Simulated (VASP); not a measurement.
Crystal: S.

```xyz
6
Lattice="5.4557 3.1498 1.4799 -5.4557 3.1498 1.4799 0.0000 -6.2997 1.4799" Properties=species:S:1:pos:R:3 pbc="T T T"
S     1.2577    1.3831    1.7770
S    -1.8266    0.3977    1.7770
S     0.5689   -1.7807    1.7770
S    -1.2577   -1.3831    2.6627
S     1.8266   -0.3977    2.6627
S    -0.5689    1.7807    2.6627
```

Base run:

* Program: VASP 6.6.1
* Functional: r2SCAN
* Potentials or basis: VASP PAW PBE potentials, release 64 (S)
* Cutoff: 520 eV
* k mesh: 5 × 5 × 5
* Occupations: fermi-dirac, width 0.05 eV
* Spin: no spin polarisation

Its results: band gap on the k mesh 2.48 eV (least direct gap 2.53 eV); pressure -0.5 GPa; largest force 0.131 eV/Å.

Task: The run is repeated on the same cell with these changes: k mesh from 5 × 5 × 5 to 7 × 7 × 7. What comes out?

Result: Band gap on the k mesh 2.42 eV (least direct gap 2.49 eV); pressure -0.5 GPa; largest force 0.131 eV/Å.

Caveats: the PAW data sets were made with another functional, which shifts forces and pressure a little.

A k mesh can miss the band edges.
